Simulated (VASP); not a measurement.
# HfN (Immm) in VASP: further runs

The runs below take HfN through single point, with PBEsol.

Everything below comes from runs of VASP 6.6.1. Logs are shortened: lines on timing, memory, paths and dates and some standing lists are left out, and cuts for length are marked.

## (1) The cell of the first run

It takes space group Immm (No. 71, orthorhombic). Conventional cell: a = 3.123 Å, b = 3.267 Å, c = 4.518 Å, α = 90.00°, β = 90.00°, γ = 90.00°. Within 3.0 Å of Hf (site symmetry mmm) lie 6 N at 2.26 Å. Within 3.0 Å of N (site symmetry mmm) lie 6 Hf at 2.26 Å.

## (2) Single point, PBEsol (strain +0.0450 x Voigt [0, 0, 0, 1, 0, 0])

Input file INCAR:

```
SYSTEM = HfN
PREC = Accurate
ENCUT = 520
EDIFF = 1E-7
ISMEAR = 0
SIGMA = 0.15
LREAL = .False.
LASPH = .True.
NELM = 60
ALGO = Normal
ISIF = 2
LWAVE = .False.
LCHARG = .False.
GGA = PS
NBANDS = 14
```

Input file KPOINTS:

```
regular mesh
0
Gamma
  18 18 18
  0 0 0
```

Input file POSCAR:

```
HfN
1.0
    0.0000000000      2.3098275000      2.3098275000
    2.2590000000      0.0508275000      2.2590000000
    2.2590000000      2.2590000000      0.0508275000
Hf N
1 1
Direct
    0.0000000000      0.0000000000      0.0000000000
    0.5000000000      0.5000000000      0.5000000000
```

Potentials or basis: VASP PAW PBE potentials, release 64 (Hf_pv, N).

Started as:

```sh
> cat potpaw_PBE.64/Hf_pv/POTCAR potpaw_PBE.64/N/POTCAR > POTCAR
> mpirun -np 1 vasp_std > vasp.out
```

OUTCAR:

```text
SYSTEM = HfN
   PREC = Accurate
   ENCUT = 520
   EDIFF = 1E-7
   ISMEAR = 0
   LREAL = .False.
   LASPH = .True.
   NELM = 60
   ISIF = 2
   GGA = PS

 ion  position               nearest neighbor table
   1  0.000  0.000  0.000-   2 2.26   2 2.26   2 2.26   2 2.26   2 2.26   2 2.26
   2  0.500  0.500  0.500-   1 2.26   1 2.26   1 2.26   1 2.26   1 2.26   1 2.26

  LATTYP: Found a body centered orthorhombic cell.
 ALAT       =     3.1228274976
 B/A-ratio  =     1.0460358056
 C/A-ratio  =     1.4467657927

  Lattice vectors:

 A1 = (  -2.2590000000,   2.2590000000,   0.0508275000)
 A2 = (  -2.2590000000,  -2.2590000000,  -0.0508275000)
 A3 = (   2.2590000000,   0.0508275000,   2.2590000000)

Analysis of symmetry for initial positions (statically):
=====================================================================
 Subroutine PRICEL returns:
 Original cell was already a primitive cell.

 Routine SETGRP: Setting up the symmetry group for a
 body centered orthorhombic supercell.

 Subroutine GETGRP returns: Found  8 space group operations
 (whereof  8 operations were pure point group operations)
 out of a pool of  8 trial point group operations.

The static configuration has the point symmetry D_2h.

Analysis of symmetry for dynamics (positions and initial velocities):
=====================================================================
 Subroutine PRICEL returns:
 Original cell was already a primitive cell.

 Routine SETGRP: Setting up the symmetry group for a
 body centered orthorhombic supercell.

 Subroutine GETGRP returns: Found  8 space group operations
 (whereof  8 operations were pure point group operations)
 out of a pool of  8 trial point group operations.

The dynamic configuration has the point symmetry D_2h.

 Subroutine INISYM returns: Found  8 space group operations
 (whereof  8 operations are pure point group operations),
 and found     1 'primitive' translations

----------------------------------------------------------------------------------------

                                     Primitive cell

  volume of cell :      23.0440

  direct lattice vectors                    reciprocal lattice vectors
     0.000000000  2.309827500  2.309827500    -0.221336875  0.216466381  0.216466381
     2.259000000  0.050827500  2.259000000     0.221336875 -0.226431585  0.226431585
     2.259000000  2.259000000  0.050827500     0.221336875  0.226431585 -0.226431585

  length of vectors
     3.266589377  3.195112742  3.195112742     0.377763683  0.389271805  0.389271805

  position of ions in fractional coordinates (direct lattice)
     0.000000000  0.000000000  0.000000000
     0.500000000  0.500000000  0.500000000

  ion indices of the primitive-cell ions
   primitive index   ion index
                 1           1
                 2           2

----------------------------------------------------------------------------------------

 KPOINTS: regular mesh

Automatic generation of k-mesh.
 Grid dimensions read from file:
 generate k-points for:   18   18   18

 Generating k-lattice:

  Cartesian coordinates                     Fractional coordinates (reciprocal lattice)
    -0.012296493  0.012025910  0.012025910     0.055555556  0.000000000  0.000000000
     0.012296493 -0.012579533  0.012579533     0.000000000  0.055555556  0.000000000
     0.012296493  0.012579533 -0.012579533     0.000000000  0.000000000  0.055555556

  Length of vectors
     0.020986871  0.021626211  0.021626211

  Shift w.r.t. Gamma in fractional coordinates (k-lattice)
     0.000000000  0.000000000  0.000000000

 Subroutine IBZKPT returns following result:
 ===========================================

 Found    865 irreducible k-points:

 Following reciprocal coordinates:
            Coordinates               Weight
  0.000000  0.000000  0.000000      1.000000
  0.055556 -0.000000 -0.000000      4.000000
  0.111111 -0.000000 -0.000000      4.000000
  0.166667 -0.000000 -0.000000      4.000000
  0.222222 -0.000000 -0.000000      4.000000
  0.277778 -0.000000 -0.000000      4.000000
[... 16 lines left out ...]
 -0.333333  0.055556  0.000000      8.000000
 -0.277778  0.055556  0.000000      8.000000
 [... further k-points ...]
   k-points           NKPTS =    865   k-points in BZ     NKDIM =    865   number of bands    NBANDS=     14
   number of dos      NEDOS =    301   number of ions     NIONS =      2
   total plane-waves  NPLWV =  13824
   dimension x,y,z NGX =    24 NGY =   24 NGZ =   24
   dimension x,y,z NGXF=    48 NGYF=   48 NGZF=   48
   ions per type =               1   1
   NGX,Y,Z   is equivalent  to a cutoff of  12.21, 12.49, 12.49 a.u.
   NGXF,Y,Z  is equivalent  to a cutoff of  24.43, 24.98, 24.98 a.u.
 SYSTEM =  HfN
   PREC   = accura    normal or accurate (medium, high low for compatibility)
   ISTART =      0    job   : 0-new  1-cont  2-samecut
   ICHARG =      2    charge: 1-file 2-atom 10-const
   ISPIN  =      1    spin polarized calculation?
[... 27 lines left out ...]
  Fermi-wavevector in a.u.,A,eV,Ry     =   1.418793  2.681130 27.388163  2.012973
  Thomas-Fermi vector in A             =   2.539881
   LORBIT       =      0    0 simple, 1 ext, 2 COOP (PROOUT), +10 PAW based schemes
   GGA     = PS    functional components
   LHFCALC =     F    Hartree Fock is set to
   AEXX    =    0.0000 exact exchange contribution
   IVDW    =     0    specifies the selected vdW correction
   LEPSILON=     F    determine dielectric tensor
   LRPA    =     F    only Hartree local field effects (RPA)
 non-spin polarized calculation
 Gauss-broadening in eV      SIGMA  =   0.15
  energy-cutoff  :      520.00
  volume of cell :       23.04
 maximum number of plane-waves:       636
   NGX = 13   NGY = 11   NGZ = 11

 number of electron      15.0000001 magnetization

 Free energy of the ion-electron system (eV)
  ---------------------------------------------------
  ext. energy  EPLUGINS =         0.00000000
  ---------------------------------------------------
  free energy    TOTEN  =       -22.97167924 eV

  energy without entropy =      -22.96458660  energy(sigma->0) =      -22.96813292

 E-fermi :   8.1797     XC(G=0): -12.8969

 val. band max:        8.1787884298   @ k =  -0.1667   0.4444   0.2222
 cond. band min:       8.1950559677   @ k =   0.2222  -0.1111   0.0556
 fundamental gap:      0.0162675380
 Fermi energy:         8.1797053927

 k-point     1 :       0.0000    0.0000    0.0000
  band No.  band energies     occupation
      1     -22.8857      2.00000
      2     -22.8619      2.00000
      3     -22.8272      2.00000
      4      -9.2352      2.00000
      5       5.1117      2.00000
      6       5.2165      2.00000
      7       5.3551      2.00000
      8       7.4854      2.00000
      9       7.7383      1.99997
     10       8.1951      0.88485
     11      10.0682      0.00000
     12      10.1739      0.00000
     13      10.1914      0.00000
     14      17.7625      0.00000

 k-point     2 :       0.0556   -0.0000   -0.0000
  band No.  band energies     occupation
      1     -22.9115      2.00000
      2     -22.8693      2.00000
      3     -22.8299      2.00000
      4      -9.1637      2.00000
      5       4.7877      2.00000
      6       4.9940      2.00000
      7       5.1755      2.00000
      8       7.6230      2.00000
      9       7.8743      1.99601
     10       8.2978      0.26549
     11      10.2872      0.00000
     12      10.4098      0.00000
     13      10.4138      0.00000
     14      17.9842      0.00000

 k-point     3 :       0.1111   -0.0000   -0.0000
  band No.  band energies     occupation
      1     -22.9980      2.00000
      2     -22.8770      2.00000
      3     -22.8378      2.00000
      4      -8.9564      2.00000
      5       4.0064      2.00000
      6       4.5195      2.00000
      7       4.7390      2.00000
      8       7.9085      1.98945
      9       8.1598      1.14873
     10       8.5736      0.00020
     11      10.8573      0.00000
     12      11.0408      0.00000
     13      11.0412      0.00000
     14      18.6141      0.00000
[... 324 lines left out ...]
 k-point    23 :      -0.3333    0.0556    0.0000
  band No.  band energies     occupation
      1     -23.6364      2.00000
      2     -22.9384      2.00000
      3     -22.9059      2.00000
      4      -7.1595      2.00000
      5       0.2603      2.00000
      6       2.3743      2.00000
      7       2.8258      2.00000
      8       9.5493      0.00000
      9      10.3320      0.00000
     10      11.4879      0.00000
     11      13.4507      0.00000
     12      14.9691      0.00000
     13      15.8735      0.00000
     14      20.2662      0.00000

 k-point    24 :      -0.2778    0.0556    0.0000
  band No.  band energies     occupation
      1     -23.5018      2.00000
      2     -22.9279      2.00000
      3     -22.8918      2.00000
      4      -7.5912      2.00000
      5       0.9546      2.00000
      6       2.6940      2.00000
      7       3.1948      2.00000
      8       9.0410      0.00000
      9       9.6495      0.00000
     10      10.8509      0.00000
     11      12.9279      0.00000
     12      14.1928      0.00000
     13      14.9428      0.00000
     14      20.4162      0.00000

 [... further k-points ...]
[... 5 lines left out ...]
  --------------------------------------------------------------------------------------
  -------------------------------------------------------------------------------------
  Total       -0.7501102     -0.7023963     -0.7023963      0.0000000     -0.8027229      0.0000000
  in kB      -52.1527089    -48.8353165    -48.8353165      0.0000000    -55.8107014      0.0000000
  external PRESSURE =     -49.9411140 kB  Pullay stress =       0.0000000 kB

 VOLUME and BASIS-vectors are now :
 -----------------------------------------------------------------------------
  energy-cutoff  :      520.00
  volume of cell :       23.04
      direct lattice vectors                 reciprocal lattice vectors
     0.000000000  2.309827500  2.309827500    -0.221336875  0.216466381  0.216466381
     2.259000000  0.050827500  2.259000000     0.221336875 -0.226431585  0.226431585
     2.259000000  2.259000000  0.050827500     0.221336875  0.226431585 -0.226431585

 POSITION                                       TOTAL-FORCE (eV/Angst)
 -----------------------------------------------------------------------------------
      0.00000      0.00000      0.00000         0.000000      0.000000      0.000000
      2.25900      2.30983      2.30983         0.000000     -0.000000     -0.000000
 -----------------------------------------------------------------------------------
    total drift:                                0.000000     -0.000000     -0.000000

  FREE ENERGIE OF THE ION-ELECTRON SYSTEM (eV)
  ---------------------------------------------------
  free  energy   TOTEN  =       -22.9716792445 eV

  energy  without entropy=      -22.9645866033  energy(sigma->0) =      -22.96813292
```

Wall time 5.3 min (1 thread of Intel Xeon 8259CL, shared host); peak memory 0.39 GiB.

What came out:

```yaml
Free_energy: -22.9717 eV
Pressure: -5.0 GPa
Band_gap_on_the_k_mesh: zero (an odd number of electrons rules out a gap without spin polarisation)
```

Levels at points of the mesh, in eV from the Fermi level:
```tsv
k point	band 5	band 6	band 7	band 8	band 9	band 10	band 11	band 12
(0.00, 0.00, 0.00)	-3.07	-2.96	-2.82	-0.69	-0.44	0.02	1.89	1.99
(0.50, 0.00, 0.00)	-8.91	-6.18	-5.85	2.86	3.69	3.88	4.51	8.71
(0.00, 0.50, 0.00)	-8.85	-6.42	-6.12	3.21	3.61	4.34	4.38	8.95
(0.50, 0.50, 0.00)	-5.37	-3.82	-3.63	-3.63	4.06	5.34	5.55	5.81
(0.00, 0.50, 0.50)	-5.37	-3.83	-3.79	-3.45	4.14	5.56	5.59	5.65
```

Caveat: the cell differs from its parent crystal (strain +0.0450 x Voigt [0, 0, 0, 1, 0, 0]); the cell stands under tension; the PAW data sets were made with another functional, which shifts forces and pressure a little; spin-orbit coupling is left out, which moves the levels of the heavy elements.

## (3) Single point, PBEsol (strain -0.0300 x Voigt [0, 0, 0, 1, 0, 0])

Input file INCAR:

```
SYSTEM = HfN
PREC     = Accurate       ! precision mode
ENCUT    = 520            ! plane-wave cutoff, eV
EDIFF    = 1E-7           ! SCF threshold, eV
ISMEAR   = 0              ! smearing method
SIGMA    = 0.15           ! smearing width, eV
LREAL    = .False.        ! projectors in reciprocal space
LASPH    = .True.         ! aspherical terms in the spheres
NELM     = 60             ! most SCF steps
ALGO     = Normal         ! electronic algorithm
ISIF     = 2              ! what is computed and relaxed
LWAVE    = .False.        ! write WAVECAR
LCHARG   = .True.         ! write CHGCAR
GGA      = PS             ! functional
LELF     = .True.         ! ELF
LVHAR    = .True.       
NBANDS   = 14             ! bands
```

KPOINTS is that of step 2.

Input file POSCAR:

```
HfN
1.0
    0.0000000000      2.2251150000      2.2251150000
    2.2590000000     -0.0338850000      2.2590000000
    2.2590000000      2.2590000000     -0.0338850000
Hf N
1 1
Direct
    0.0000000000      0.0000000000      0.0000000000
    0.5000000000      0.5000000000      0.5000000000
```

Potentials or basis: VASP PAW PBE potentials, release 64 (Hf_pv, N).

Started as:

```sh
> cat potpaw_PBE.64/Hf_pv/POTCAR potpaw_PBE.64/N/POTCAR > POTCAR
> mpirun -np 1 vasp_std > vasp.out
```

Run time: 5.1 min. Hardware: 1 thread of Intel Xeon 8259CL, shared host; peak memory 0.39 GiB.

Results (log left out):

```
Free energy            : -22.9815 eV
Pressure               : -5.1 GPa
Band gap on the k mesh : zero (an odd number of electrons rules out a gap without spin polarisation)
```

Stress tensor (GPa, compression positive):
```
-5.19  0.00  0.00
 0.00 -5.05  3.69
 0.00  3.69 -5.05
```

Levels at points of the mesh, in eV from the Fermi level:
| k point | band 6 | band 7 | band 8 | band 9 | band 10 | band 11 |
| --- | --- | --- | --- | --- | --- | --- |
| (0.00, 0.00, 0.00) | -2.97 | -2.88 | -0.59 | -0.40 | -0.11 | 1.86 |
| (0.50, 0.00, 0.00) | -6.34 | -6.14 | 3.26 | 3.64 | 4.11 | 4.39 |
| (0.00, 0.50, 0.00) | -6.17 | -5.96 | 3.06 | 3.65 | 3.83 | 4.47 |
| (0.50, 0.50, 0.00) | -3.83 | -3.64 | -3.64 | 4.08 | 5.42 | 5.56 |
| (0.00, 0.50, 0.50) | -3.83 | -3.75 | -3.52 | 4.12 | 5.56 | 5.58 |

Caveat: the cell differs from its parent crystal (strain -0.0300 x Voigt [0, 0, 0, 1, 0, 0]); the cell stands under tension; the PAW data sets were made with another functional, which shifts forces and pressure a little; spin-orbit coupling is left out, which moves the levels of the heavy elements.

## (4) Single point, PBEsol (strain +0.0150 x Voigt [0, 0, 0, 1, 0, 0])

Input file INCAR:

```
ALGO = Normal
EDIFF = 1E-7
ENCUT = 520
GGA = PS
ISIF = 2
ISMEAR = 0
LASPH = T
LCHARG = F
LREAL = F
LWAVE = F
NBANDS = 14
NELM = 100
PREC = Accurate
SIGMA = 0.15
```

Input file KPOINTS:

```
k-points
0
Gamma
  18 18 18
```

Input file POSCAR:

```
HfN
1.0
    0.0000000000      2.2759425000      2.2759425000
    2.2590000000      0.0169425000      2.2590000000
    2.2590000000      2.2590000000      0.0169425000
Hf N
1 1
Direct
    0.0000000000      0.0000000000      0.0000000000
    0.5000000000      0.5000000000      0.5000000000
```

Started as:

```sh
> cat potpaw_PBE.64/Hf_pv/POTCAR potpaw_PBE.64/N/POTCAR > POTCAR
> mpirun -np 1 vasp_std > vasp.out
```

Run time: 5.5 min. Hardware: 1 thread of Intel Xeon 8259CL, shared host; peak memory 0.39 GiB.

It converged, with:

| Item | Value |
| --- | --- |
| Free energy | -22.9873 eV |
| Pressure | -5.2 GPa |
| Band gap on the k mesh | zero (an odd number of electrons rules out a gap without spin polarisation) |

Stress tensor (GPa, compression positive):
```
-5.18  0.00  0.00
 0.00 -5.14 -1.83
 0.00 -1.83 -5.14
```

Levels at points of the mesh, in eV from the Fermi level:
```csv
k point,band 5,band 6,band 7,band 8,band 9,band 10,band 11,band 12
"(0.00, 0.00, 0.00)",-3.01,-2.97,-2.93,-0.47,-0.37,-0.24,1.83,1.96
"(0.50, 0.00, 0.00)",-8.90,-6.17,-6.06,3.23,3.64,3.77,4.44,8.83
"(0.00, 0.50, 0.00)",-8.88,-6.25,-6.15,3.30,3.68,3.90,4.40,8.90
"(0.50, 0.50, 0.00)",-5.37,-3.83,-3.64,-3.64,4.10,5.50,5.56,5.68
"(0.00, 0.50, 0.50)",-5.37,-3.83,-3.70,-3.58,4.11,5.56,5.57,5.63
```

Caveat: the cell differs from its parent crystal (strain +0.0150 x Voigt [0, 0, 0, 1, 0, 0]); the cell stands under tension; the PAW data sets were made with another functional, which shifts forces and pressure a little; spin-orbit coupling is left out, which moves the levels of the heavy elements.

## (5) Single point, PBEsol (strain +0.0375 x Voigt [0, 0, 0, 1, 0, 0])

Input file INCAR:

```
PREC = Accurate
ENCUT = 520
EDIFF = 1E-6
ISMEAR = 0
SIGMA = 0.15
LREAL = False
LASPH = True
NELM = 80
ALGO = Normal
ISIF = 2
LWAVE = False
LCHARG = False
GGA = PS
NBANDS = 14
```

Input file KPOINTS:

```
Automatic mesh
0
Gamma
  18 18 18
```

Input file POSCAR:

```
HfN
1.0
    0.0000000000      2.3013562500      2.3013562500
    2.2590000000      0.0423562500      2.2590000000
    2.2590000000      2.2590000000      0.0423562500
Hf N
1 1
Direct
    0.0000000000      0.0000000000      0.0000000000
    0.5000000000      0.5000000000      0.5000000000
```

Started as:

```sh
> cat potpaw_PBE.64/Hf_pv/POTCAR potpaw_PBE.64/N/POTCAR > POTCAR
> mpirun -np 1 vasp_std > vasp.out
```

Run time: 4.6 min. Hardware: 1 thread of Intel Xeon 8259CL, shared host; peak memory 0.39 GiB.

The run converged. Its results:

| Item | Value |
| --- | --- |
| Free energy | -22.9771 eV |
| Pressure | -5.1 GPa |
| Band gap on the k mesh | zero (an odd number of electrons rules out a gap without spin polarisation) |

Stress tensor (GPa, compression positive):
```
-5.20  0.00  0.00
 0.00 -4.98 -4.63
 0.00 -4.63 -4.98
```

Levels at points of the mesh, in eV from the Fermi level:
| k point | band 5 | band 6 | band 7 | band 8 | band 9 | band 10 | band 11 | band 12 |
| --- | --- | --- | --- | --- | --- | --- | --- | --- |
| (0.00, 0.00, 0.00) | -3.06 | -2.97 | -2.85 | -0.64 | -0.42 | -0.05 | 1.87 | 1.98 |
| (0.50, 0.00, 0.00) | -8.91 | -6.18 | -5.90 | 2.97 | 3.66 | 3.85 | 4.49 | 8.74 |
| (0.00, 0.50, 0.00) | -8.86 | -6.38 | -6.13 | 3.24 | 3.63 | 4.22 | 4.38 | 8.94 |
| (0.50, 0.50, 0.00) | -5.37 | -3.82 | -3.64 | -3.63 | 4.07 | 5.38 | 5.55 | 5.78 |
| (0.00, 0.50, 0.50) | -5.37 | -3.83 | -3.77 | -3.48 | 4.13 | 5.56 | 5.59 | 5.64 |

Caveat: the cell differs from its parent crystal (strain +0.0375 x Voigt [0, 0, 0, 1, 0, 0]); the cell stands under tension; the PAW data sets were made with another functional, which shifts forces and pressure a little; spin-orbit coupling is left out, which moves the levels of the heavy elements.

## (6) Overview

| cell | gap on the mesh (eV) | pressure (GPa) |
| --- | --- | --- |
| a = 3.267, b = 3.195, c = 3.195 Å, angles 58.5, 59.3, 59.3°, 2 atoms | none | -5.0 |
| a = 3.147, b = 3.195, c = 3.195 Å, angles 61.0, 60.5, 60.5°, 2 atoms | none | -5.1 |
| a = 3.219, b = 3.195, c = 3.195 Å, angles 59.5, 59.8, 59.8°, 2 atoms | none | -5.2 |
| a = 3.255, b = 3.195, c = 3.195 Å, angles 58.8, 59.4, 59.4°, 2 atoms | none | -5.1 |

Alike in all rows: task single point; level PBEsol; potentials or basis VASP PAW PBE potentials, release 64 (Hf_pv, N); no spin polarisation; k mesh 18 × 18 × 18; cutoff (eV) 520; smearing gaussian 0.15 eV.

Caveats: the cell stands under tension; the PAW data sets were made with another functional, which shifts forces and pressure a little; spin-orbit coupling is left out, which moves the levels of the heavy elements.

Absolute energies hang on the potentials; compare differences alone.
